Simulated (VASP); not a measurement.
Wanted: the native input for a VASP 6.6.1 run.

```yaml
Task: electric field gradients
Functional: PBE
Potentials_or_basis: VASP PAW PBE potentials, release 64 (Ca_sv, Cu, S)
Cutoff: 520 eV
k_mesh: 8 × 8 × 5
Occupations: fermi-dirac, width 0.02 eV
Spin: no spin polarisation
Dipole_correction: no
Further_INCAR_settings: ALGO = Normal; EDIFF = 1e-08; NBANDS = 30
```

The structure of CaCu2S2 lies in POSCAR:

```
CaCu2S2
1.0
    3.9399999606      0.0000000000      0.0000000000
   -1.9699999803      3.4121400568      0.0000000000
    0.0000000000      0.0000000000      6.5230000000
Ca Cu S
1 2 2
Direct
    0.0000000000      0.0000000000      0.0000000000
    0.3333333333      0.6666666667      0.3764900000
    0.6666666667      0.3333333333      0.6235100000
    0.3333333333      0.6666666667      0.7463000000
    0.6666666667      0.3333333333      0.2537000000
```

These files were run (other wordings do the same):

INCAR

```
SYSTEM = CaCu2S2
PREC     = Accurate       ! precision mode
ENCUT    = 520            ! plane-wave cutoff, eV
EDIFF    = 1E-8           ! SCF threshold, eV
ISMEAR   = -1             ! smearing method
SIGMA    = 0.02           ! smearing width, eV
LREAL    = .FALSE.        ! projectors in reciprocal space
LASPH    = .TRUE.         ! aspherical terms in the spheres
NELM     = 100            ! most SCF steps
ALGO     = Normal         ! electronic algorithm
ISIF     = 2              ! what is computed and relaxed
LWAVE    = .FALSE.        ! write WAVECAR
LCHARG   = .FALSE.        ! write CHGCAR
GGA      = PE             ! functional
LEFG     = .TRUE.       
NBANDS   = 30             ! bands
```

KPOINTS

```
regular mesh
0
G
  8 8 5
  0 0 0
```

Potentials or basis: VASP PAW PBE potentials, release 64 (Ca_sv, Cu, S).

Launch:

```sh
$ cat potpaw_PBE.64/Ca_sv/POTCAR potpaw_PBE.64/Cu/POTCAR potpaw_PBE.64/S/POTCAR > POTCAR
$ mpirun -np 1 vasp_std > vasp.out
```

Results of the run:

```
Pressure                                : -0.5 GPa
Largest force                           : 0.260 eV/Å
Band gap on the k mesh                  : 1.10 eV
Largest electric field gradient by atom : Ca -1.1; Cu +6.8; S +1.4 V/Å²
```

Caveat: without QUAD_EFG the Cq values of the log hold for a quadrupole moment of 1 mb, not for the nuclei.

Wall time 2.5 min on 1 thread of Intel(R) Xeon(R) Platinum 8259CL CPU @ 2.50GHz (Skylake/Cascade Lake) (shared host), peak memory 0.26 GiB.
